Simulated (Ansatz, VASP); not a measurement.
## One calculation of Ti3Al3Cu2, two programs

Contents of INCAR:

```
PREC     = Accurate       # precision mode
ENCUT    = 520            # plane-wave cutoff, eV
EDIFF    = 1E-6           # SCF threshold, eV
ISMEAR   = 0              # smearing method
SIGMA    = 0.1            # smearing width, eV
LREAL    = F              # projectors in reciprocal space
LASPH    = T              # aspherical terms in the spheres
NELM     = 150            # most SCF steps
ALGO     = Normal         # electronic algorithm
ISIF     = 2              # what is computed and relaxed
LWAVE    = F              # write WAVECAR
LCHARG   = T              # write CHGCAR
ISPIN    = 2              # spin polarisation
MAGMOM   = 1 1 1 0 0 0 0 0 # initial moments
LORBIT   = 11             # projections on sites
LMAXMIX  = 4              # l up to which the mixer works
GGA      = PE             # functional
LELF     = T              # ELF
LVHAR    = T            
NBANDS   = 48             # bands
```

KPOINTS

```
Automatic mesh
0
Gamma
  3 3 6
```

POSCAR

```
Ti3Al3Cu2
1.0
    6.8897920089      0.0000000000      0.0000000000
   -3.4448960045      5.9667349065      0.0000000000
    0.0000000000      0.0000000000      3.0092827117
Ti Al Cu
3 3 2
Direct
    0.4020947359      0.0000000000      0.5000000000
    0.5979052641      0.5979052641      0.5000000000
    0.0000000000      0.4020947359      0.5000000000
    0.7626283615      0.0000000000      0.0000000000
    0.2373716385      0.2373716385      0.0000000000
    0.0000000000      0.7626283615      0.0000000000
    0.3333333333      0.6666666667      0.0000000000
    0.6666666667      0.3333333333      0.0000000000
```

Input for Ansatz:

```yaml
crystal:
  lattice:
    - [6.8897920089, 0.0, 0.0]
    - [-3.4448960045, 5.9667349065, 0.0]
    - [0.0, 0.0, 3.0092827117]
  atoms:
    - { symbol: Ti, position: [0.4020947359, 0.0, 0.5], spin: 1.0 }
    - { symbol: Ti, position: [0.5979052641, 0.5979052641, 0.5], spin: 1.0 }
    - { symbol: Ti, position: [0.0, 0.4020947359, 0.5], spin: 1.0 }
    - { symbol: Al, position: [0.7626283615, 0.0, 0.0] }
    - { symbol: Al, position: [0.2373716385, 0.2373716385, 0.0] }
    - { symbol: Al, position: [0.0, 0.7626283615, 0.0] }
    - { symbol: Cu, position: [0.3333333333, 0.6666666667, 0.0] }
    - { symbol: Cu, position: [0.6666666667, 0.3333333333, 0.0] }
basis:
  ecutwfc: 420
kpoints:
  mp_grid: { grid: [3, 3, 6] }
hamiltonian:
  xc: pbe
scf:
  occupations: { method: gaussian, width: 0.1 }
  lower_state_search: "off"
output:
  forces: true
  stress: true
  eigenvalues: true
  populations: true
magnetization:
  spin_polarized: true
```

Change from the starting cell: species swapped into the Ti3In3Rh2 type (P-62m, No. 189).

Alike in both runs: task single point; functional PBE; k mesh 3 × 3 × 6; occupations gaussian, width 0.1 eV; collinear spin.

```csv
,VASP,Ansatz
version,VASP 6.6.1,Ansatz 0.2.0
potentials or method,"VASP PAW PBE potentials, release 64 (Ti_sv, Al, Cu), cutoff 520 eV","scalar-relativistic, plane waves, PAW"
valence electrons in the cell,67,83
```

|  | VASP | Ansatz | Ansatz less VASP |
| --- | --- | --- | --- |
| gap on the k mesh at the Fermi level (eV) | none | none | - |
| pressure (GPa) | 0.1 | 0.0 | -0.09 |
| traceless stress, the component that is largest in VASP (GPa) | 0.02 | 0.06 | +0.042 |
| rms of the force components (eV/Å) | 0.007 | 0.005 | -0.0019 |
| net moment per atom (μB) | 0.04 | 0.04 | +0.001 |
| size of the moment on the site where the two differ most (μB) | 0.07 | 0.07 | -0.002 |

Site moments also hang on the region over which each program counts them. Atom by atom the forces differ by 0.003 eV/Å (rms over components). A gap of «none» marks a metal or a gap that the smearing closes. The functional is the same, so the differences come from potentials, cutoffs and numerics. VASP's potentials hold 67 valence electrons a cell and Ansatz's 83, so a difference there can come from the potentials and not from the codes.
